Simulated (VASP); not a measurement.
# BP (F-43m) in VASP: notebook

BP is run at these levels: r2SCAN; tasks: relaxation of cell and atoms.

Program: VASP 6.6.1. These are calculated values, not measurements. Logs are shortened: lines on timing, memory, paths and dates and some standing lists are left out, and cuts for length are marked.

## Step 1: The cell of the first run

Symmetry: F-43m, No. 216, cubic system. Conventional cell: a = 4.537 Å, b = 4.537 Å, c = 4.537 Å, α = 90.00°, β = 90.00°, γ = 90.00°. Within 2.6 Å of B (site symmetry -43m) lie 4 P at 1.96 Å. Within 2.6 Å of P (site symmetry -43m) lie 4 B at 1.96 Å.

## Step 2: Relaxation of cell and atoms, r2SCAN, target pressure 2 GPa, at which the enthalpy is minimised

POSCAR

```
BP
1.0
    2.2682571427      2.2682571427      0.0000000000
   -2.2682571427      2.2682571427      0.0000000000
    0.0000000000      2.2682571427      2.2682571427
B P
1 1
Direct
    0.0000000000      0.0000000000      0.0000000000
    0.7500000000      0.2500000000      0.5000000000
```

INCAR.step1

```
PREC     = Accurate       # precision mode
ENCUT    = 600            # plane-wave cutoff, eV
ISMEAR   = 0              # smearing method
SIGMA    = 0.01           # smearing width, eV
LREAL    = F              # projectors in reciprocal space
LASPH    = T              # aspherical terms in the spheres
NELM     = 80             # most SCF steps
GGA      = PE             # functional
ALGO     = Normal         # electronic algorithm
EDIFF    = 1E-4           # SCF threshold, eV
LWAVE    = T              # write WAVECAR
LCHARG   = F              # write CHGCAR
```

INCAR.step2

```
PREC     = Accurate       # precision mode
ENCUT    = 600            # plane-wave cutoff, eV
EDIFF    = 1E-7           # SCF threshold, eV
ISMEAR   = 0              # smearing method
SIGMA    = 0.01           # smearing width, eV
LREAL    = F              # projectors in reciprocal space
LASPH    = T              # aspherical terms in the spheres
NELM     = 80             # most SCF steps
ALGO     = Normal         # electronic algorithm
ISIF     = 3              # what is computed and relaxed
LWAVE    = F              # write WAVECAR
LCHARG   = F              # write CHGCAR
METAGGA  = R2SCAN         # meta-GGA
LMIXTAU  = T            
IBRION   = 2              # ionic algorithm
NSW      = 100            # ionic steps
EDIFFG   = -0.002         # ionic threshold
PSTRESS  = 20.0         
ISTART   = 1
```

KPOINTS

```
Automatic mesh
0
Gamma
  8 8 8
```

Potentials or basis: VASP PAW PBE potentials, release 64 (B, P).

Run with:

```console
$ cat potpaw_PBE.64/B/POTCAR potpaw_PBE.64/P/POTCAR > POTCAR
$ cp INCAR.step1 INCAR
$ mpirun -np 1 vasp_std > vasp.out
$ cp INCAR.step2 INCAR
$ mpirun -np 1 vasp_std > vasp.out
```

OUTCAR:

```text
PREC = Accurate
   ENCUT = 600
   EDIFF = 1E-7
   ISMEAR = 0
   LREAL = F
   LASPH = T
   NELM = 80
   ISIF = 3
   METAGGA = R2SCAN
   IBRION = 2
   NSW = 100
   EDIFFG = -0.002
   PSTRESS = 20.0
   ISTART = 1

 ion  position               nearest neighbor table
   1  0.000  0.000  0.000-   2 1.96   2 1.96   2 1.96   2 1.96
   2  0.750  0.250  0.500-   1 1.96   1 1.96   1 1.96   1 1.96

  LATTYP: Found a face centered cubic cell.
 ALAT       =     4.5365142854

  Lattice vectors:

 A1 = (   0.0000000000,   2.2682571427,   2.2682571427)
 A2 = (   2.2682571427,   0.0000000000,   2.2682571427)
 A3 = (   2.2682571427,   2.2682571427,   0.0000000000)

Analysis of symmetry for initial positions (statically):
=====================================================================
 Subroutine PRICEL returns:
 Original cell was already a primitive cell.

 Routine SETGRP: Setting up the symmetry group for a
 face centered cubic supercell.

 Subroutine GETGRP returns: Found 24 space group operations
 (whereof 24 operations were pure point group operations)
 out of a pool of 48 trial point group operations.

The static configuration has the point symmetry T_d .

Analysis of symmetry for dynamics (positions and initial velocities):
=====================================================================
 Subroutine PRICEL returns:
 Original cell was already a primitive cell.

 Routine SETGRP: Setting up the symmetry group for a
 face centered cubic supercell.

 Subroutine GETGRP returns: Found 24 space group operations
 (whereof 24 operations were pure point group operations)
 out of a pool of 48 trial point group operations.

The dynamic configuration has the point symmetry T_d .

 Subroutine INISYM returns: Found 24 space group operations
 (whereof 24 operations are pure point group operations),
 and found     1 'primitive' translations

----------------------------------------------------------------------------------------

                                     Primitive cell

  volume of cell :      23.3403

  direct lattice vectors                    reciprocal lattice vectors
     2.268257143  2.268257143  0.000000000     0.220433561  0.220433561 -0.220433561
    -2.268257143  2.268257143  0.000000000    -0.220433561  0.220433561 -0.220433561
     0.000000000  2.268257143  2.268257143     0.000000000  0.000000000  0.440867123

  length of vectors
     3.207800014  3.207800014  3.207800014     0.381802128  0.381802128  0.440867123

  position of ions in fractional coordinates (direct lattice)
     0.000000000  0.000000000  0.000000000
     0.750000000  0.250000000  0.500000000

  ion indices of the primitive-cell ions
   primitive index   ion index
                 1           1
                 2           2

----------------------------------------------------------------------------------------

 KPOINTS: Automatic mesh

Automatic generation of k-mesh.
 Grid dimensions read from file:
 generate k-points for:    8    8    8

 Generating k-lattice:

  Cartesian coordinates                     Fractional coordinates (reciprocal lattice)
     0.027554195  0.027554195 -0.027554195     0.125000000  0.000000000  0.000000000
    -0.027554195  0.027554195 -0.027554195     0.000000000  0.125000000  0.000000000
     0.000000000  0.000000000  0.055108390     0.000000000  0.000000000  0.125000000

  Length of vectors
     0.047725266  0.047725266  0.055108390

  Shift w.r.t. Gamma in fractional coordinates (k-lattice)
     0.000000000  0.000000000  0.000000000

 Subroutine IBZKPT returns following result:
 ===========================================

 Found     29 irreducible k-points:

 Following reciprocal coordinates:
            Coordinates               Weight
  0.000000  0.000000  0.000000      1.000000
  0.125000  0.000000  0.000000      8.000000
  0.250000  0.000000  0.000000      8.000000
  0.375000  0.000000  0.000000      8.000000
  0.500000  0.000000  0.000000      4.000000
  0.125000  0.125000  0.000000     12.000000
[... 16 lines left out ...]
  0.375000  0.250000  0.125000     48.000000
  0.500000  0.250000  0.125000     24.000000
 [... further k-points ...]
   k-points           NKPTS =     29   k-points in BZ     NKDIM =     29   number of bands    NBANDS=      8
   number of dos      NEDOS =    301   number of ions     NIONS =      2
   total plane-waves  NPLWV =  21952
   dimension x,y,z NGX =    28 NGY =   28 NGZ =   28
   dimension x,y,z NGXF=    56 NGYF=   56 NGZF=   56
   ions per type =               1   1
   NGX,Y,Z   is equivalent  to a cutoff of  14.51, 14.51, 14.51 a.u.
   NGXF,Y,Z  is equivalent  to a cutoff of  29.02, 29.02, 29.02 a.u.
 SYSTEM =  unknown system
   PREC   = accura    normal or accurate (medium, high low for compatibility)
   ISTART =      1    job   : 0-new  1-cont  2-samecut
   ICHARG =      0    charge: 1-file 2-atom 10-const
   ISPIN  =      1    spin polarized calculation?
   LNONCOLLINEAR =      F non collinear calculations
   LSORBIT =      F    spin-orbit coupling
   LASPH  =      T    aspherical Exc in radial PAW
   ENCUT  =  600.0 eV  44.10 Ry    6.64 a.u.   6.41  6.41  6.41*2*pi/ulx,y,z
   NELM   =     80;   NELMIN=  2; NELMDL=  0     # of ELM steps
   EDIFF  = 0.1E-06   stopping-criterion for ELM
   LREAL  =      F    real-space projection
   EDIFFG = -.2E-02   stopping-criterion for IOM
   NSW    =    100    number of steps for IOM
   IBRION =      2    ionic relax: 0-MD 1-quasi-New 2-CG
   NFREE  =      1    steps in history (QN), initial steepest desc. (CG)
   ISIF   =      3    stress and relaxation
   ISYM   =      2    0-nonsym 1-usesym 2-fastsym
   POTIM  = 0.5000    time-step for ionic-motion
   TEBEG  =    0.0;   TEEND  =   0.0 temperature during run
   PSTRESS=   20.0 pullay stress
   NELECT =       8.0000    total number of electrons
   NUPDOWN=      -1.0000    fix difference up-down
   EMIN   =  10.00;   EMAX   =-10.00  energy-range for DOS
   EFERMI =   0.00;   METHOD = LEGACY
   ISMEAR =     0;   SIGMA  =   0.01  broadening in eV -4-tet -1-fermi 0-gaus
   EFERMI_NEDOS =   21; number of points for ismear=-14 and -15
   IALGO  =     38    algorithm
   IMIX   =      4    mixing-type and parameters
     AMIX     =   0.40;   BMIX     =  1.00
     AMIX_MAG =   1.60;   BMIX_MAG =  1.00
  volume/ion in A,a.u.               =      11.67        78.75
  Fermi-wavevector in a.u.,A,eV,Ry     =   1.145696  2.165051 17.859255  1.312618
  Thomas-Fermi vector in A             =   2.282383
   LORBIT       =      0    0 simple, 1 ext, 2 COOP (PROOUT), +10 PAW based schemes
   METAGGA = R2SCAN    functional components
   LHFCALC =     F    Hartree Fock is set to
   AEXX    =    0.0000 exact exchange contribution
   IVDW    =     0    specifies the selected vdW correction
   LEPSILON=     F    determine dielectric tensor
   LRPA    =     F    only Hartree local field effects (RPA)
 conjugate gradient relaxation of ions
 non-spin polarized calculation
 Gauss-broadening in eV      SIGMA  =   0.01
  energy-cutoff  :      600.00
  volume of cell :       23.34
 maximum number of plane-waves:       791
 NGX is ok and might be reduce to    28
   NGX = 13   NGY = 13   NGZ = 13

--------------------------------------- Ionic step        1  -------------------------------------------

 number of electron       8.0000000 magnetization

 Free energy of the ion-electron system (eV)
  ---------------------------------------------------
  ext. energy  EPLUGINS =         0.00000000
  ---------------------------------------------------
  free energy    TOTEN  =       -17.31205552 eV

  energy without entropy =      -17.31205552  energy(sigma->0) =      -17.31205552

------------------------ aborting loop because EDIFF is reached ----------------------------------------

  FORCE on cell =-STRESS in cart. coord.  units (eV):
  Direction    XX          YY          ZZ          XY          YZ          ZX
  --------------------------------------------------------------------------------------
  -------------------------------------------------------------------------------------
  Total       -0.0699090     -0.0699090     -0.0699090      0.0000000      0.0000000     -0.0000000
  in kB       -4.7988464     -4.7988464     -4.7988464      0.0000000      0.0000000     -0.0000000
  external PRESSURE =     -24.7988464 kB  Pullay stress =      20.0000000 kB
[... 61 lines left out ...]
  enthalpy is  TOTEN    =       -17.0214812458 eV   P V=        0.2838068594

--------------------------------------- Ionic step        3  -------------------------------------------

 number of electron       8.0000000 magnetization

 Free energy of the ion-electron system (eV)
  ---------------------------------------------------
  ext. energy  EPLUGINS =         0.00000000
  ---------------------------------------------------
  free energy    TOTEN  =       -17.31051509 eV

  energy without entropy =      -17.31051509  energy(sigma->0) =      -17.31051509

 E-fermi :   7.6356     XC(G=0): -11.5699

 val. band max:        7.5725835348   @ k =   0.0000   0.0000   0.0000
 cond. band min:       9.0315396951   @ k =  -0.3750   0.3750   0.0000
 fundamental gap:      1.4589561603
 Fermi energy:         7.6356206340

 k-point     1 :       0.0000    0.0000    0.0000
  band No.  band energies     occupation
      1      -8.8284      2.00000
      2       7.5726      2.00000
      3       7.5726      2.00000
      4       7.5726      2.00000
      5      11.2372      0.00000
      6      11.2372      0.00000
      7      11.2372      0.00000
      8      15.8312      0.00000
[... 243 lines left out ...]
 k-point    24 :       0.5000    0.2500    0.1250
  band No.  band energies     occupation
      1      -4.5636      2.00000
      2      -1.4342      2.00000
      3       2.7593      2.00000
      4       4.2458      2.00000
      5      12.1339      0.00000
      6      13.1872      0.00000
      7      16.5726      0.00000
      8      18.1823      0.00000

 [... further k-points ...]

------------------------ aborting loop because EDIFF is reached ----------------------------------------

  FORCE on cell =-STRESS in cart. coord.  units (eV):
  Direction    XX          YY          ZZ          XY          YZ          ZX
  --------------------------------------------------------------------------------------
  -------------------------------------------------------------------------------------
  Total        0.2878666      0.2878666      0.2878666     -0.0000000      0.0000000     -0.0000000
  in kB       20.0457763     20.0457763     20.0457763     -0.0000000      0.0000000     -0.0000000
  external PRESSURE =       0.0457763 kB  Pullay stress =      20.0000000 kB
[... 17 lines left out ...]
  FREE ENERGIE OF THE ION-ELECTRON SYSTEM (eV)
  ---------------------------------------------------
  free  energy   TOTEN  =       -17.3105150894 eV

  energy  without entropy=      -17.3105150894  energy(sigma->0) =      -17.31051509

  enthalpy is  TOTEN    =       -17.0233058890 eV   P V=        0.2872092005

 reached required accuracy - stopping structural energy minimisation
```

It took 55 s on 1 thread of Intel Xeon 6975P-C (Granite Rapids), shared host; peak memory 0.16 GiB.

Results:

- Free energy: -17.3105 eV
- Relaxed volume: 11.50 Å³/atom
- Relaxed cell: a = 3.193 Å, b = 3.193 Å, c = 3.193 Å, α = 60.00°, β = 60.00°, γ = 90.00°
- Space group after relaxing (to 0.1 Å): F-43m (No. 216)
- Energy change on relaxing (the run minimises the enthalpy): +0.8 meV/atom
- Ionic steps: 3
- Pressure after relaxing: 2.0 GPa
- Band gap on the k mesh: 1.46 eV (least direct gap 3.66 eV)

The path:
| step | energy change (eV) | largest force (eV/Å) | pressure (GPa) | volume (Å³) |
| --- | --- | --- | --- | --- |
| 1 | 0.0000 | 0.0000 | -0.48 | 23.34 |
| 2 | 0.0068 | 0.0000 | 4.17 | 22.74 |
| 3 | 0.0015 | 0.0000 | 2.00 | 23.01 |

Final structure:
```cif
data_structure
_symmetry_space_group_name_H-M 'P 1'
_symmetry_Int_Tables_number 1
_cell_length_a 3.1925
_cell_length_b 3.1925
_cell_length_c 3.1925
_cell_angle_alpha 60.000
_cell_angle_beta 60.000
_cell_angle_gamma 90.000
_cell_volume 23.01
loop_
_atom_site_label
_atom_site_type_symbol
_atom_site_fract_x
_atom_site_fract_y
_atom_site_fract_z
_atom_site_occupancy
B1 B 0.00000 0.00000 0.00000 1
P1 P 0.75000 0.25000 0.50000 1
```

Caveat: the cell is relaxed towards a set pressure, so the run minimises the enthalpy, not the energy; the PAW data sets were made with another functional, which shifts forces and pressure a little. A k mesh can miss the band edges.

## Step 3: Relaxation of cell and atoms, r2SCAN, target pressure 4 GPa, at which the enthalpy is minimised

POSCAR is that of step 2.

INCAR.step1, as its differences from that of step 2:

```diff
@@ -6,3 +6,3 @@
 LASPH    = T              # aspherical terms in the spheres
-NELM     = 80             # most SCF steps
+NELM     = 100            # most SCF steps
 GGA      = PE             # functional
```

INCAR.step2, as its differences from that of step 2:

```diff
@@ -7,3 +7,3 @@
 LASPH    = T              # aspherical terms in the spheres
-NELM     = 80             # most SCF steps
+NELM     = 100            # most SCF steps
 ALGO     = Normal         # electronic algorithm
@@ -17,3 +17,3 @@
 EDIFFG   = -0.002         # ionic threshold
-PSTRESS  = 20.0         
+PSTRESS  = 40.0         
 ISTART   = 1
```

KPOINTS

```
regular mesh
0
Gamma
  8 8 8
```

Potentials or basis: VASP PAW PBE potentials, release 64 (B, P).

Run with:

```console
$ cat potpaw_PBE.64/B/POTCAR potpaw_PBE.64/P/POTCAR > POTCAR
$ cp INCAR.step1 INCAR
$ mpirun -np 1 vasp_std > vasp.out
$ cp INCAR.step2 INCAR
$ mpirun -np 1 vasp_std > vasp.out
```

Run time: 59 s. Hardware: 1 thread of Intel Xeon 6975P-C (Granite Rapids), shared host; peak memory 0.15 GiB.

It converged, with:

| Quantity | Value |
| --- | --- |
| Free energy | -17.3058 eV |
| Relaxed volume | 11.38 Å³/atom |
| Relaxed cell | a = 3.181 Å, b = 3.181 Å, c = 3.181 Å, α = 60.00°, β = 60.00°, γ = 90.00° |
| Space group after relaxing (to 0.1 Å) | F-43m (No. 216) |
| Energy change on relaxing (the run minimises the enthalpy) | +3.1 meV/atom |
| Ionic steps | 3 |
| Pressure after relaxing | 4.0 GPa |
| Band gap on the k mesh | 1.45 eV (least direct gap 3.68 eV) |

The path:
| step | energy change (eV) | largest force (eV/Å) | pressure (GPa) | volume (Å³) |
| --- | --- | --- | --- | --- |
| 1 | 0.0000 | 0.0000 | -0.48 | 23.34 |
| 2 | 0.0253 | 0.0000 | 8.30 | 22.26 |
| 3 | 0.0062 | 0.0000 | 3.99 | 22.76 |

Final structure:
```cif
data_structure
_symmetry_space_group_name_H-M 'P 1'
_symmetry_Int_Tables_number 1
_cell_length_a 3.1809
_cell_length_b 3.1809
_cell_length_c 3.1809
_cell_angle_alpha 60.000
_cell_angle_beta 60.000
_cell_angle_gamma 90.000
_cell_volume 22.76
loop_
_atom_site_label
_atom_site_type_symbol
_atom_site_fract_x
_atom_site_fract_y
_atom_site_fract_z
_atom_site_occupancy
B1 B 0.00000 0.00000 0.00000 1
P1 P 0.75000 0.25000 0.50000 1
```

Levels at points of the mesh, in eV from the valence-band top:
```csv
k point,band 1,band 2,band 3,band 4,band 5,band 6,band 7,band 8
"(0.00, 0.00, 0.00)",-16.50,0.00,0.00,0.00,3.68,3.68,3.68,8.44
"(0.50, 0.00, 0.00)",-12.91,-9.70,-1.90,-1.90,4.31,5.05,5.05,11.02
"(0.50, 0.50, 0.00)",-11.20,-9.27,-4.44,-4.44,1.49,1.89,13.32,13.32
```

Caveat: the cell is relaxed towards a set pressure, so the run minimises the enthalpy, not the energy; the PAW data sets were made with another functional, which shifts forces and pressure a little. A k mesh can miss the band edges.
